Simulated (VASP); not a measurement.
A run of VASP 6.6.1 is set up as follows.

INCAR

```
SYSTEM = As
ALGO = Normal
EDIFF = 1E-6
ENCUT = 520
GGA = PE
ISIF = 2
ISMEAR = 0
LASPH = .True.
LCHARG = .False.
LREAL = .False.
LWAVE = .False.
NBANDS = 12
NELM = 80
PREC = Accurate
SIGMA = 0.1
```

File KPOINTS:

```
k-points
0
Gamma
  4 4 6
  0 0 0
```

POSCAR

```
As
1.0
    3.9177299066      0.0000000000      0.0000000000
    0.0000000000      3.9177299066      0.0000000000
    0.0000000000      0.0000000000      2.6846503825
As
2
Direct
    0.5000000000      0.0000000000      1.0005455880
    0.0000000000      0.5000000000     -0.0005455880
```

Potentials or basis: VASP PAW PBE potentials, release 64 (As).

Run with:

```bash
$ cat potpaw_PBE.64/As/POTCAR > POTCAR
$ mpirun -np 1 vasp_std > vasp.out
```

Q: What does it give for the largest force?

A: 0.004 eV/Å.

Q: Predict the pressure.

A: 0.2 GPa.

Q: Predict the band gap on the k mesh.

A: Zero (band 5 reaches 11.16 eV, above the bottom of band 6 at 1.69 eV).

Forces on the atoms (eV/Å):
```
As   0.000  0.000 -0.004
As   0.000  0.000  0.004
```

Caveat: the k points lie up to 0.40 Å⁻¹ apart.
